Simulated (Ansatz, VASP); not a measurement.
## Mg3Zn5O8 in VASP and in Ansatz

The input INCAR:

```
SYSTEM = Mg3Zn5O8
PREC     = Accurate       ! precision mode
ENCUT    = 520            ! plane-wave cutoff, eV
EDIFF    = 1E-7           ! SCF threshold, eV
ISMEAR   = 0              ! smearing method
SIGMA    = 0.02           ! smearing width, eV
LREAL    = Auto         
LASPH    = .TRUE.         ! aspherical terms in the spheres
NELM     = 60             ! most SCF steps
ALGO     = Normal         ! electronic algorithm
ISIF     = 2              ! what is computed and relaxed
LWAVE    = .FALSE.        ! write WAVECAR
LCHARG   = .FALSE.        ! write CHGCAR
GGA      = PS             ! functional
NBANDS   = 71             ! bands
```

KPOINTS

```
regular mesh
0
G
  6 6 6
  0 0 0
```

Contents of POSCAR:

```
Mg3Zn5O8
1.0
    0.0001214041      0.0000700927     -5.1819081577
    3.2293354905      5.6211200203     -0.0001515564
    3.2533649901     -5.6349934584      0.0000000000
Mg Zn O
3 5 8
Direct
    0.5009242315      0.1669258967      0.3325994983
    0.5009242315      0.1669258967      0.8343263984
   -0.0017315824      0.3359043130      0.6679521565
    0.5051220040      0.6648040608      0.3324020304
    0.5032126337      0.6641594510      0.8320797255
    0.0004612370      0.3324239880      0.1662119940
    0.0023453285      0.8344891342      0.6679284808
    0.0023453285      0.8344891342      0.1665606534
    0.6173198666      0.3297755669      0.6648877835
    0.6188197399      0.3310884526      0.1655442263
    0.6196469846      0.8326966559      0.6666285928
    0.6196469846      0.8326966559      0.1660680631
    0.1188954293      0.1689587841      0.3357841572
    0.1188954293      0.1689587841      0.8331746269
    0.1208956519      0.6675456325      0.3337728163
    0.1201965015      0.6681575935      0.8340787967
```

Input for Ansatz:

```yaml
crystal:
  lattice:
    - [0.0001214041, 7.00927e-05, -5.1819081577]
    - [3.2293354905, 5.6211200203, -0.0001515564]
    - [3.2533649901, -5.6349934584, 0.0]
  atoms:
    - { symbol: Mg, position: [0.5009242315, 0.1669258967, 0.3325994983] }
    - { symbol: Mg, position: [0.5009242315, 0.1669258967, 0.8343263984] }
    - { symbol: Zn, position: [0.505122004, 0.6648040608, 0.3324020304] }
    - { symbol: Zn, position: [0.5032126337, 0.664159451, 0.8320797255] }
    - { symbol: Mg, position: [-0.0017315824, 0.335904313, 0.6679521565] }
    - { symbol: Zn, position: [0.000461237, 0.332423988, 0.166211994] }
    - { symbol: Zn, position: [0.0023453285, 0.8344891342, 0.6679284808] }
    - { symbol: Zn, position: [0.0023453285, 0.8344891342, 0.1665606534] }
    - { symbol: O, position: [0.6173198666, 0.3297755669, 0.6648877835] }
    - { symbol: O, position: [0.6188197399, 0.3310884526, 0.1655442263] }
    - { symbol: O, position: [0.6196469846, 0.8326966559, 0.6666285928] }
    - { symbol: O, position: [0.6196469846, 0.8326966559, 0.1660680631] }
    - { symbol: O, position: [0.1188954293, 0.1689587841, 0.3357841572] }
    - { symbol: O, position: [0.1188954293, 0.1689587841, 0.8331746269] }
    - { symbol: O, position: [0.1208956519, 0.6675456325, 0.3337728163] }
    - { symbol: O, position: [0.1201965015, 0.6681575935, 0.8340787967] }
basis:
  ecutwfc: 420
kpoints:
  mp_grid: { grid: [6, 6, 6] }
  band_path: { path: [VBM, CBM], npoints: 2 }
hamiltonian:
  xc: pbesol
scf:
  occupations: { method: gaussian, width: 0.02 }
output:
  forces: true
  stress: true
  eigenvalues: true
```

Alike in both runs: task single point; functional PBEsol; k mesh 6 × 6 × 6; occupations gaussian, width 0.02 eV; no spin polarisation.

|  | VASP | Ansatz |
| --- | --- | --- |
| version | VASP 6.6.1 | Ansatz 0.2.0 |
| potentials or method | VASP PAW PBE potentials, release 64 (Mg, Zn, O), cutoff 520 eV | scalar-relativistic, plane waves, PAW |
| valence electrons in the cell | 114 | 138 |

```csv
,VASP,Ansatz,Ansatz less VASP
gap on the k mesh at the Fermi level (eV),1.52,1.53,+0.010
least direct gap on the mesh (eV),1.52,1.53,+0.010
pressure (GPa),0.5,0.0,-0.50
rms of the force components (eV/Å),0.027,0.000,-0.0267
```

VASP's potentials were made for PBE, not for PBEsol. The functional is the same, so the differences come from potentials, cutoffs and numerics. VASP's potentials hold 114 valence electrons a cell and Ansatz's 138, so a difference there can come from the potentials and not from the codes.
